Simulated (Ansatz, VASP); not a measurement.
## ZrB2: VASP beside Ansatz

```
Zr B
1.0
     3.32850    0.00000    0.00000
    -1.66425    2.88257    0.00000
     0.00000    0.00000    3.09018
Zr B
1 2
Cartesian
  0.0000 0.0000 0.0000
  0.0000 1.9217 1.5451
  1.6643 0.9609 1.5451
```

Alike in both runs: task single point; functional LDA; k mesh 18 × 18 × 12; occupations gaussian, width 0.15 eV; no spin polarisation.

|  | VASP | Ansatz |
| --- | --- | --- |
| version | VASP 6.6.1 | Ansatz 0.2.0 |
| potentials or method | VASP PAW LDA potentials, release 64 (Zr_sv, B), cutoff 520 eV | scalar-relativistic, plane waves, PAW |
| valence electrons in the cell | 18 | 18 |

```csv
,VASP,Ansatz,Ansatz less VASP
gap on the k mesh at the Fermi level (eV),none,none,-
pressure (GPa),0.9,0.4,-0.56
"traceless stress, the component that is largest in VASP (GPa)",40.15,40.14,-0.008
```

LDA's correlation is that of Perdew and Zunger in VASP and of Perdew and Wang (1992) in Ansatz. A gap of «none» marks a metal or a gap that the smearing closes.
